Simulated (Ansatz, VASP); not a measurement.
Fe in VASP and in Ansatz

```
Fe
1.0
    -1.36502    1.36502    1.36502
     1.36502   -1.36502    1.36502
     1.36502    1.36502   -1.36502
Fe
1
Cartesian
  0.0000 0.0000 0.0000
```

Alike in both runs: task single point; functional r2SCAN; k mesh 4 × 4 × 4; occupations fermi-dirac, width 0.1 eV; no spin polarisation.

|  | VASP | Ansatz |
| --- | --- | --- |
| version | VASP 6.6.1 | Ansatz 0.2.0 |
| potentials or method | VASP PAW PBE potentials, release 64 (Fe), cutoff 660 eV | plane waves (500 eV) with PAW, scalar-relativistic |
| valence electrons in the cell | 8 | 16 |

VASP gave:

```
pressure (GPa) : 1.1
```

Q: Estimate Ansatz's values.

A: Pressure (GPa): 0.4.

VASP's potentials were made for PBE, not for r2SCAN. VASP's potentials hold 8 valence electrons a cell and Ansatz's 16, so a difference there can come from the potentials and not from the codes.

The k mesh is coarse, so the values compare programs but aren't converged.
